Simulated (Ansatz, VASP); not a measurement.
**LiNbO3 in VASP and in Ansatz**

```
Li Nb O
1.0
     2.56551    1.48120    4.62962
    -2.56551    1.48120    4.62962
     0.00000   -2.96239    4.62962
Li Nb O
2 2 6
Direct
  0.28171 0.28171 0.28171
  0.78171 0.78171 0.78171
  0.00013 0.00013 0.00013
  0.50013 0.50013 0.50013
  0.10558 0.36484 0.71955
  0.71955 0.10558 0.36484
  0.36484 0.71955 0.10558
  0.21955 0.86484 0.60558
  0.86484 0.60558 0.21955
  0.60558 0.21955 0.86484
```

Alike in both runs: functional PBE; dispersion D3(BJ); k mesh 6 × 6 × 6; occupations gaussian, width 0.02 eV; no spin polarisation.

Ansatz relaxed the structure, and its values are those at the end. VASP's run is a single point on that final structure, the one shown.

```csv
,VASP,Ansatz
version,VASP 6.6.1,Ansatz 0.2.0
potentials or method,"VASP PAW PBE potentials, release 64 (Li_sv, Nb_sv, O), cutoff 520 eV","scalar-relativistic, plane waves, PAW"
valence electrons in the cell,68,68
```

|  | VASP | Ansatz | Ansatz less VASP |
| --- | --- | --- | --- |
| gap on the k mesh at the Fermi level (eV) | 3.58 | 3.59 | +0.013 |
| least direct gap on the mesh (eV) | 3.62 | 3.63 | +0.012 |
| rms of the force components (eV/Å) | 0.009 | 0.000 | -0.0086 |

Noted on VASP's run: the cutoff is under 1.25 times that of the potentials, so the pressure is a little rough.
